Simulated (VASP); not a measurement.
A run of VASP 6.6.1 is set up as follows.

Contents of INCAR:

```
SYSTEM = C
  ALGO = Normal
  EDIFF = 1E-8
  ENCUT = 520
  GGA = PS
  IBRION = 8
  ISIF = 2
  ISMEAR = 0
  LASPH = .True.
  LCHARG = .False.
  LEPSILON = .True.
  LREAL = .False.
  LWAVE = .False.
  NBANDS = 11
  NELM = 80
  NSW = 1
  PREC = Accurate
  SIGMA = 0.01
```

Contents of KPOINTS:

```
k-points
0
Gamma
  12 12 12
  0 0 0
```

Contents of POSCAR:

```
C
1.0
    0.0000000000      1.7769046140      1.7769046140
    1.7769046140      0.0000000000      1.7769046140
    1.7769046140      1.7769046140      0.0000000000
C
2
Direct
    0.5000000000      0.5000000000      0.5000000000
    0.7500000000      0.7500000000      0.7500000000
```

Potentials or basis: VASP PAW PBE potentials, release 64 (C).

Run with:

```bash
$ cat potpaw_PBE.64/C/POTCAR > POTCAR
$ mpirun -np 1 vasp_std > vasp.out
```

Q: Estimate the electronic dielectric tensor (diagonal).

A: 5.87.

Q: What does it give for the Born charges (mean of the diagonal)?

A: C +0.00 e.

Q: Estimate the highest phonon frequency at Γ.

A: 1310 cm⁻¹.

Born effective charge tensors (e):
atom 1, C
```
0.00 0.00 0.00
0.00 0.00 0.00
0.00 0.00 0.00
```
atom 2, C
```
0.00 0.00 0.00
0.00 0.00 0.00
0.00 0.00 0.00
```

Caveat: the cell wasn't relaxed at this level first, which shifts response properties.
